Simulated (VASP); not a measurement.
Set up this calculation in VASP 6.6.1, as the native input.

```
Task                   : single point
Functional             : PBE
Potentials or basis    : VASP PAW PBE potentials, release 64 (Si, Ge_d)
Cutoff                 : 520 eV
k mesh                 : 4 × 4 × 4
Occupations            : gaussian, width 0.1 eV
Spin                   : no spin polarisation
Dipole correction      : no
Further INCAR settings : ALGO = Normal; EDIFF = 1e-06; NBANDS = 36
```

The structure of Si3Ge lies in POSCAR:

```
Si3Ge
1.0
    4.8224428500      0.0000000000      0.0000000000
    0.0000000000      4.8224428500      0.0000000000
    0.0000000000      0.0000000000      4.8224428500
Si Ge
6 2
Direct
    0.5000000000      0.2500000000      0.0000000000
    0.5000000000      0.7500000000      0.0000000000
    0.2500000000      0.0000000000      0.5000000000
    0.7500000000      0.0000000000      0.5000000000
    0.0000000000      0.5000000000      0.2500000000
    0.0000000000      0.5000000000      0.7500000000
    0.5000000000      0.5000000000      0.5000000000
    0.0000000000      0.0000000000      0.0000000000
```

The cell was built from a structure type or drawn by symmetry, and may not be a known phase.

These files were run (other wordings do the same):

INCAR

```
ALGO = Normal
EDIFF = 1E-6
ENCUT = 520
GGA = PE
ISIF = 2
ISMEAR = 0
LASPH = True
LCHARG = True
LELF = True
LREAL = False
LVHAR = True
LWAVE = False
NBANDS = 36
NELM = 60
PREC = Accurate
SIGMA = 0.1
```

KPOINTS

```
k-points
0
Gamma
  4 4 4
```

Potentials or basis: VASP PAW PBE potentials, release 64 (Si, Ge_d).

Run with:

```console
$ cat potpaw_PBE.64/Si/POTCAR potpaw_PBE.64/Ge_d/POTCAR > POTCAR
$ mpirun -np 1 vasp_std > vasp.out
```

Results of the run:

```json
{
 "Pressure": "15.9 GPa",
 "Band gap on the k mesh": "zero (bands 26 and 27 overlap by 3.22 eV)"
}
```

Caveat: the cell stands under pressure.

It took 26 s on 1 thread of Intel(R) Xeon(R) 6975P-C (Granite Rapids), on a shared host, peak memory 0.21 GiB.
